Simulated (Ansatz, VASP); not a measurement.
# Zn3Cu in VASP and in Ansatz

```
Zn Cu
1.0
     2.75791    0.00000    0.00000
    -1.37895    2.38842    0.00000
     0.00000    0.00000    7.78490
Zn Cu
3 1
Direct
  0.66667 0.33333 0.50000
  0.33333 0.66667 0.27332
  0.33333 0.66667 0.72668
  0.66667 0.33333 0.00000
```

Alike in both runs: task single point; functional PBEsol; k mesh 18 × 18 × 6; occupations gaussian, width 0.1 eV; no spin polarisation.

```csv
,VASP,Ansatz
version,VASP 6.6.1,Ansatz 0.2.0
potentials or method,"VASP PAW PBE potentials, release 64 (Zn, Cu), cutoff 520 eV","scalar-relativistic, plane waves, PAW"
valence electrons in the cell,47,55
```

VASP gave:

- gap on the k mesh at the Fermi level (eV): none
- pressure (GPa): 9.2
- traceless stress, the component that is largest in VASP (GPa): 8.60
- rms of the force components (eV/Å): 1.082

Task: What did Ansatz give for the same quantities?

Result: gap on the k mesh at the Fermi level (eV): none; pressure (GPa): 8.4; traceless stress, the component that is largest in VASP (GPa): 8.41; rms of the force components (eV/Å): 1.069.

VASP's potentials were made for PBE, not for PBEsol. Atom by atom the forces differ by 0.013 eV/Å (rms over components). A gap of «none» marks a metal or a gap that the smearing closes. VASP's potentials hold 47 valence electrons a cell and Ansatz's 55, so a difference there can come from the potentials and not from the codes.
